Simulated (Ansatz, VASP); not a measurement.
**WSe in VASP and in Ansatz**

```
CELL_PARAMETERS angstrom
3.54867 0.00000 0.00000
0.00000 3.54867 0.00000
0.00000 0.00000 3.54867
ATOMIC_POSITIONS crystal
W 0.00000 0.00000 0.00000
Se 0.50000 0.50000 0.50000
```

Alike in both runs: functional PBE; k mesh 12 × 12 × 12; occupations gaussian, width 0.1 eV; collinear spin; Hubbard terms W d U = 6.2 eV.

Ansatz relaxed the structure, and its values are those at the end. VASP's run is a single point on that final structure, the one shown.

|  | VASP | Ansatz |
| --- | --- | --- |
| version | VASP 6.6.1 | Ansatz 0.2.0 |
| potentials or method | VASP PAW PBE potentials, release 64 (W_sv, Se), cutoff 520 eV | scalar-relativistic, plane waves, PAW |
| valence electrons in the cell | 20 | 30 |

```tsv
	VASP	Ansatz	Ansatz less VASP
gap on the k mesh at the Fermi level (eV)	none	none	-
pressure (GPa)	-15.3	0.0	+15.36
net moment per atom (μB)	1.31	2.00	+0.685
size of the moment on the site where the two differ most (μB)	2.37	3.56	+1.190
```

The net moments are unlike, so the other rows may belong to different states. Site moments also hang on the region over which each program counts them. The programs project onto different local orbitals, so the same U acts differently, and such runs can settle in different states. A gap of «none» marks a metal or a gap that the smearing closes. VASP's potentials hold 20 valence electrons a cell and Ansatz's 30, so a difference there can come from the potentials and not from the codes. Ansatz's warnings: filled band counts differ across k points.

Spin-orbit coupling is off throughout.
